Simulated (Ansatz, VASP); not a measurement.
## One calculation of SiO2, two programs

```
CELL_PARAMETERS angstrom
-2.32559 2.32559 3.66757
2.32559 -2.32559 3.66757
2.32559 2.32559 -3.66757
ATOMIC_POSITIONS crystal
Si 0.00000 0.00000 0.00000
Si 0.75000 0.25000 0.50000
O 0.99838 0.62500 0.87338
O 0.37500 0.24838 0.37338
O 0.75162 0.12500 0.12662
O 0.87500 0.00162 0.62662
```

Change from the starting cell: volume scaled by 0.94, crystal datasets.

Alike in both runs: task electric field gradients; functional PBE; k mesh 7 × 7 × 7; occupations fermi-dirac, width 0.03 eV; no spin polarisation.

|  | VASP | Ansatz |
| --- | --- | --- |
| version | VASP 6.6.1 | Ansatz 0.2.0 |
| potentials or method | VASP PAW PBE potentials, release 64 (Si, O), cutoff 520 eV | all-electron PAW with datasets made for the crystal, scalar-relativistic |

Ansatz gave:

- gap on the k mesh at the Fermi level (eV): 6.45
- pressure (GPa): 15.7
- traceless stress, the component that is largest in VASP (GPa): -1.08
- rms of the force components (eV/Å): 0.475
- size of Vzz on the site where it differs most (V/Å²): 77.5

Question: What did VASP give for the same quantities?

Answer: gap on the k mesh at the Fermi level (eV): 6.45; pressure (GPa): 16.0; traceless stress, the component that is largest in VASP (GPa): -1.01; rms of the force components (eV/Å): 0.477; size of Vzz on the site where it differs most (V/Å²): 75.3.

Atom by atom the forces differ by 0.002 eV/Å (rms over components). Ansatz ran all-electron here, and VASP with PAW potentials.
